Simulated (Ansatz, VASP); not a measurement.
## Two plane-wave programs on SrO

```xyz
2
Lattice="0.0000 2.5541 2.5541 2.5541 0.0000 2.5541 2.5541 2.5541 0.0000" Properties=species:S:1:pos:R:3 pbc="T T T"
Sr    0.0000    0.0000    0.0000
O     2.5541    2.5541    2.5541
```

Change from the starting cell: hydrostatic strain -1.0%.

Alike in both runs: task single point; functional HSE06; k mesh 6 × 6 × 6; no spin polarisation.

|  | VASP | Ansatz |
| --- | --- | --- |
| version | VASP 6.6.1 | Ansatz 0.2.0 |
| potentials or method | VASP PAW PBE potentials, release 64 (Sr_sv, O) | plane waves, PAW |
| plane-wave cutoff (eV) | 520 | 420 |
| occupations | gaussian, width 0.01 eV | fixed |
| valence electrons in the cell | 16 | 16 |

Ansatz gave:

| Item | Value |
| --- | --- |
| gap on the k mesh at the Fermi level (eV) | 4.79 |
| pressure (GPa) | 2.6 |

Problem. Estimate VASP's values.

Solution. gap on the k mesh at the Fermi level (eV): 4.74; pressure (GPa): 3.2.

Ansatz's warnings: stress exchange threshold loose, stress scf threshold loose.
